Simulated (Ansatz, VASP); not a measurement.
BAs: VASP beside Ansatz

```xyz
2
Lattice="0.0000 2.4354 2.4354 2.4354 0.0000 2.4354 2.4354 2.4354 0.0000" Properties=species:S:1:pos:R:3 pbc="T T T"
B     0.0000    0.0000    0.0000
As    3.6531    3.6531    3.6531
```

Alike in both runs: task single point; functional PBE; k mesh 12 × 12 × 12; occupations gaussian, width 0.05 eV; no spin polarisation.

|  | VASP | Ansatz |
| --- | --- | --- |
| version | VASP 6.6.1 | Ansatz 0.2.0 |
| potentials or method | VASP PAW PBE potentials, release 64 (B, As), cutoff 520 eV | scalar-relativistic, plane waves, PAW |
| valence electrons in the cell | 8 | 18 |

|  | VASP | Ansatz | Ansatz less VASP |
| --- | --- | --- | --- |
| gap on the k mesh at the Fermi level (eV) | 1.24 | 1.25 | +0.007 |
| least direct gap on the mesh (eV) | 3.21 | 3.21 | +0.004 |
| pressure (GPa) | -4.1 | -4.6 | -0.49 |

VASP's potentials hold 8 valence electrons a cell and Ansatz's 18, so a difference there can come from the potentials and not from the codes.
